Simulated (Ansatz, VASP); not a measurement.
LiCl: VASP beside Ansatz

```
Li Cl
1.0
     0.00000    2.43652    2.50064
     2.43652    0.00000    2.50064
     2.43652    2.43652    0.00000
Li Cl
1 1
Direct
  0.00000 0.00000 0.00000
  0.50000 0.50000 0.50000
```

Change from the starting cell: strain -0.050 along x and y, -0.025 along z, atoms carried along.

Alike in both runs: task single point; functional LDA; k mesh 8 × 8 × 8; occupations gaussian, width 0.05 eV; no spin polarisation.

|  | VASP | Ansatz |
| --- | --- | --- |
| version | VASP 6.6.1 | Ansatz 0.2.0 |
| potentials or method | VASP PAW LDA potentials, release 64 (Li_sv, Cl), cutoff 520 eV | scalar-relativistic, plane waves, PAW |
| valence electrons in the cell | 10 | 10 |

```csv
,VASP,Ansatz,Ansatz less VASP
gap on the k mesh at the Fermi level (eV),6.49,6.46,-0.026
least direct gap on the mesh (eV),6.77,6.75,-0.022
```

LDA's correlation is that of Perdew and Zunger in VASP and of Perdew and Wang (1992) in Ansatz.

Noted on VASP's run: the cutoff is short for stress, so the pressure is rough.
